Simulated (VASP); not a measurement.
# Sn2Pt (Fm-3m) in VASP: single point with LDA

Aim: the single point of Sn2Pt with LDA.

Program: VASP 6.6.1. These are calculated values, not measurements. Logs are shortened: lines on timing, memory, paths and dates and some standing lists are left out, and cuts for length are marked.

## Step 1: The cell of the first run

Symmetry: Fm-3m, No. 225, cubic system. Conventional cell: a = 6.425 Å, b = 6.425 Å, c = 6.425 Å, α = 90.00°, β = 90.00°, γ = 90.00°. Within 3.7 Å of Sn (site symmetry -43m) lie 4 Pt at 2.78 Å and 6 Sn at 3.21 Å. Within 3.7 Å of Pt (site symmetry m-3m) lie 8 Sn at 2.78 Å.

## Step 2: Single point, LDA

Input file INCAR:

```
SYSTEM = Sn2Pt
  ALGO = Normal
  EDIFF = 1E-6
  ENCUT = 520
  GGA = CA
  ISIF = 2
  ISMEAR = 1
  LASPH = .True.
  LCHARG = .False.
  LREAL = .False.
  LWAVE = .False.
  NBANDS = 26
  NELM = 100
  PREC = Accurate
  SIGMA = 0.15
```

Input file KPOINTS:

```
k-points
0
Gamma
  4 4 4
  0 0 0
```

Input file POSCAR:

```
Sn2Pt
1.0
    0.0000000000      3.2125000000      3.2125000000
    3.2125000000      0.0000000000      3.2125000000
    3.2125000000      3.2125000000      0.0000000000
Sn Pt
2 1
Direct
    0.2500000000      0.2500000000      0.2500000000
    0.7500000000      0.7500000000      0.7500000000
    0.0000000000      0.0000000000      0.0000000000
```

Potentials or basis: VASP PAW LDA potentials, release 64 (Sn_d, Pt).

Run with:

```sh
> cat potpaw_LDA.64/Sn_d/POTCAR potpaw_LDA.64/Pt/POTCAR > POTCAR
> mpirun -np 1 vasp_std > vasp.out
```

OUTCAR:

```text
SYSTEM = Sn2Pt
   EDIFF = 1E-6
   ENCUT = 520
   GGA = CA
   ISIF = 2
   ISMEAR = 1
   LASPH = .True.
   LREAL = .False.
   NELM = 100
   PREC = Accurate

 ion  position               nearest neighbor table
   1  0.250  0.250  0.250-   3 2.78   3 2.78   3 2.78   3 2.78   2 3.21   2 3.21   2 3.21   2 3.21
                             2 3.21   2 3.21
   2  0.750  0.750  0.750-   3 2.78   3 2.78   3 2.78   3 2.78   1 3.21   1 3.21   1 3.21   1 3.21
                             1 3.21   1 3.21
   3  0.000  0.000  0.000-   2 2.78   2 2.78   2 2.78   1 2.78   1 2.78   1 2.78   2 2.78   1 2.78

  LATTYP: Found a face centered cubic cell.
 ALAT       =     6.4250000000

  Lattice vectors:

 A1 = (   0.0000000000,   3.2125000000,   3.2125000000)
 A2 = (   3.2125000000,   0.0000000000,   3.2125000000)
 A3 = (   3.2125000000,   3.2125000000,   0.0000000000)

Analysis of symmetry for initial positions (statically):
=====================================================================
 Subroutine PRICEL returns:
 Original cell was already a primitive cell.

 Routine SETGRP: Setting up the symmetry group for a
 face centered cubic supercell.

 Subroutine GETGRP returns: Found 48 space group operations
 (whereof 48 operations were pure point group operations)
 out of a pool of 48 trial point group operations.

The static configuration has the point symmetry O_h .

Analysis of symmetry for dynamics (positions and initial velocities):
=====================================================================
 Subroutine PRICEL returns:
 Original cell was already a primitive cell.

 Routine SETGRP: Setting up the symmetry group for a
 face centered cubic supercell.

 Subroutine GETGRP returns: Found 48 space group operations
 (whereof 48 operations were pure point group operations)
 out of a pool of 48 trial point group operations.

The dynamic configuration has the point symmetry O_h .

 Subroutine INISYM returns: Found 48 space group operations
 (whereof 48 operations are pure point group operations),
 and found     1 'primitive' translations

----------------------------------------------------------------------------------------

                                     Primitive cell

  volume of cell :      66.3070

  direct lattice vectors                    reciprocal lattice vectors
     0.000000000  3.212500000  3.212500000    -0.155642023  0.155642023  0.155642023
[... 70 lines left out ...]
   NELM   =    100;   NELMIN=  2; NELMDL= -5     # of ELM steps
   EDIFF  = 0.1E-05   stopping-criterion for ELM
   LREAL  =      F    real-space projection
   EDIFFG = 0.1E-04   stopping-criterion for IOM
   NSW    =      0    number of steps for IOM
   IBRION =     -1    ionic relax: 0-MD 1-quasi-New 2-CG
   NFREE  =      0    steps in history (QN), initial steepest desc. (CG)
   ISIF   =      2    stress and relaxation
   ISYM   =      2    0-nonsym 1-usesym 2-fastsym
   POTIM  = 0.5000    time-step for ionic-motion
   TEBEG  =    0.0;   TEEND  =   0.0 temperature during run
   PSTRESS=    0.0 pullay stress
   NELECT =      38.0000    total number of electrons
   NUPDOWN=      -1.0000    fix difference up-down
   EMIN   =  10.00;   EMAX   =-10.00  energy-range for DOS
   EFERMI =   0.00;   METHOD = LEGACY
   ISMEAR =     1;   SIGMA  =   0.15  broadening in eV -4-tet -1-fermi 0-gaus
   EFERMI_NEDOS =   21; number of points for ismear=-14 and -15
   IALGO  =     38    algorithm
   IMIX   =      4    mixing-type and parameters
     AMIX     =   0.40;   BMIX     =  1.00
     AMIX_MAG =   1.60;   BMIX_MAG =  1.00
  volume/ion in A,a.u.               =      22.10       149.15
  Fermi-wavevector in a.u.,A,eV,Ry     =   1.359825  2.569696 25.158845  1.849123
  Thomas-Fermi vector in A             =   2.486539
   LORBIT       =      0    0 simple, 1 ext, 2 COOP (PROOUT), +10 PAW based schemes
   GGA     = CA    functional components
   LHFCALC =     F    Hartree Fock is set to
   AEXX    =    0.0000 exact exchange contribution
   IVDW    =     0    specifies the selected vdW correction
   LEPSILON=     F    determine dielectric tensor
   LRPA    =     F    only Hartree local field effects (RPA)
 non-spin polarized calculation
 Methfessel and Paxton  Order N= 1 SIGMA  =   0.15
  energy-cutoff  :      520.00
  volume of cell :       66.31
 maximum number of plane-waves:      1812
 NGX is ok and might be reduce to    36
   NGX = 17   NGY = 17   NGZ = 17

 number of electron      38.0000013 magnetization

 Free energy of the ion-electron system (eV)
  ---------------------------------------------------
  ext. energy  EPLUGINS =         0.00000000
  ---------------------------------------------------
  free energy    TOTEN  =       -17.86539866 eV

  energy without entropy =      -17.86514565  energy(sigma->0) =      -17.86531432

 E-fermi :   9.4941     XC(G=0): -11.3686

 val. band max:        8.8708760223   @ k =  -0.2500   0.2500   0.0000
 cond. band min:       9.5982891872   @ k =   0.5000   0.2500   0.0000
 fundamental gap:      0.7274131650
 Fermi energy:         9.4940524276

 k-point     1 :       0.0000    0.0000    0.0000
  band No.  band energies     occupation
      1     -12.4345      2.00000
      2     -12.4345      2.00000
      3     -12.3311      2.00000
      4     -12.3311      2.00000
      5     -12.3311      2.00000
      6     -12.1838      2.00000
[... 221 lines left out ...]
     25      17.7041      0.00000
     26      19.4804      0.00000

------------------------ aborting loop because EDIFF is reached ----------------------------------------

  FORCE on cell =-STRESS in cart. coord.  units (eV):
  Direction    XX          YY          ZZ          XY          YZ          ZX
  --------------------------------------------------------------------------------------
  -------------------------------------------------------------------------------------
  Total       -0.4159988     -0.4159988     -0.4159988      0.0000000      0.0000000      0.0000000
  in kB      -10.0517875    -10.0517875    -10.0517875      0.0000000      0.0000000      0.0000000
  external PRESSURE =     -10.0517875 kB  Pullay stress =       0.0000000 kB

 VOLUME and BASIS-vectors are now :
 -----------------------------------------------------------------------------
  energy-cutoff  :      520.00
  volume of cell :       66.31
      direct lattice vectors                 reciprocal lattice vectors
     0.000000000  3.212500000  3.212500000    -0.155642023  0.155642023  0.155642023
     3.212500000  0.000000000  3.212500000     0.155642023 -0.155642023  0.155642023
     3.212500000  3.212500000  0.000000000     0.155642023  0.155642023 -0.155642023

 POSITION                                       TOTAL-FORCE (eV/Angst)
 -----------------------------------------------------------------------------------
      1.60625      1.60625      1.60625         0.000000      0.000000      0.000000
      4.81875      4.81875      4.81875        -0.000000     -0.000000     -0.000000
      0.00000      0.00000      0.00000         0.000000     -0.000000     -0.000000
 -----------------------------------------------------------------------------------
    total drift:                                0.000000      0.000000      0.000000

  FREE ENERGIE OF THE ION-ELECTRON SYSTEM (eV)
  ---------------------------------------------------
  free  energy   TOTEN  =       -17.8653986562 eV

  energy  without entropy=      -17.8651456533  energy(sigma->0) =      -17.86531432
```

OSZICAR:

```text
N       E                     dE             d eps       ncg     rms          rms(c)
DAV:   1     0.353568804646E+03    0.35357E+03   -0.18965E+04   416   0.224E+03
DAV:   2     0.237183763101E+02   -0.32985E+03   -0.31997E+03   416   0.521E+02
DAV:   3    -0.168972042914E+02   -0.40616E+02   -0.40014E+02   474   0.160E+02
DAV:   4    -0.183587242371E+02   -0.14615E+01   -0.14543E+01   502   0.327E+01
DAV:   5    -0.183997361030E+02   -0.41012E-01   -0.40988E-01   570   0.543E+00    0.817E+00
DAV:   6    -0.180036506665E+02    0.39609E+00   -0.14556E+00   432   0.749E+00    0.341E+00
DAV:   7    -0.179020462773E+02    0.10160E+00   -0.15998E-01   536   0.396E+00    0.218E+00
DAV:   8    -0.178659337330E+02    0.36113E-01   -0.65622E-02   506   0.185E+00    0.256E-01
DAV:   9    -0.178653986832E+02    0.53505E-03   -0.41056E-03   526   0.726E-01    0.155E-01
DAV:  10    -0.178653967942E+02    0.18890E-05   -0.61691E-04   506   0.250E-01    0.310E-02
DAV:  11    -0.178653990226E+02   -0.22284E-05   -0.37712E-05   460   0.589E-02    0.772E-03
DAV:  12    -0.178653986562E+02    0.36631E-06   -0.76116E-06   514   0.332E-02
   1 F= -.17865399E+02 E0= -.17865314E+02  d E =-.253003E-03
```

Wall time 11 s (1 thread of Intel Xeon 6975P-C, shared host); peak memory 0.18 GiB.

What came out:

- Free energy: -17.8654 eV
- Pressure: -1.0 GPa
- Band gap on the k mesh: zero (band 19 reaches 11.75 eV, above the bottom of band 20 at 8.27 eV)

Caveat: the k points lie up to 0.42 Å⁻¹ apart; spin-orbit coupling is left out, which moves the levels of the heavy elements.
